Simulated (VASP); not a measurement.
Input of a VASP 6.6.1 run:

The input INCAR:

```
SYSTEM = Nb3Pb
PREC = Accurate ; ENCUT = 520
EDIFF = 1E-8 ; ISMEAR = -1
SIGMA = 0.05 ; LREAL = .False.
LASPH = .True. ; NELM = 80
ALGO = Normal ; ISIF = 2
LWAVE = .False. ; LCHARG = .False.
GGA = PE ; LEFG = .True.
NBANDS = 63
```

File KPOINTS:

```
Automatic mesh
0
Gamma
  6 6 6
  0 0 0
```

Contents of POSCAR:

```
Nb3Pb
1.0
    5.3190000000      0.0000000000      0.0000000000
    0.0000000000      5.3190000000      0.0000000000
    0.0000000000      0.0000000000      5.3190000000
Nb Pb
6 2
Direct
    0.2500000000      0.0000000000      0.5000000000
    0.5000000000      0.7500000000      0.0000000000
    0.7500000000      0.0000000000      0.5000000000
    0.5000000000      0.2500000000      0.0000000000
    0.0000000000      0.5000000000      0.7500000000
    0.0000000000      0.5000000000      0.2500000000
    0.0000000000      0.0000000000      0.0000000000
    0.5000000000      0.5000000000      0.5000000000
```

Potentials or basis: VASP PAW PBE potentials, release 64 (Nb_sv, Pb_d).

The run is started by

```sh
$ cat potpaw_PBE.64/Nb_sv/POTCAR potpaw_PBE.64/Pb_d/POTCAR > POTCAR
$ mpirun -np 1 vasp_std > vasp.out
```

What does it give for the pressure?

4.5 GPa.

Predict the band gap on the k mesh.

zero (band 53 reaches 11.58 eV, above the bottom of band 54 at 10.99 eV).

Electric field gradients, principal values (V/Å²):
| atom | least | middle | greatest (by size) |
| --- | --- | --- | --- |
| 1 Nb | -19.234 | -19.234 | 38.469 |
| 2 Nb | -19.234 | -19.234 | 38.469 |
| 3 Nb | -19.234 | -19.234 | 38.469 |
| 4 Nb | -19.234 | -19.234 | 38.469 |
| 5 Nb | -19.234 | -19.234 | 38.469 |
| 6 Nb | -19.234 | -19.234 | 38.469 |
| 7 Pb | 0.000 | 0.000 | 0.000 |
| 8 Pb | 0.000 | 0.000 | 0.000 |

Caveat: without QUAD_EFG the Cq values of the log hold for a quadrupole moment of 1 mb, not for the nuclei; spin-orbit coupling is left out, which moves the levels of the heavy elements.
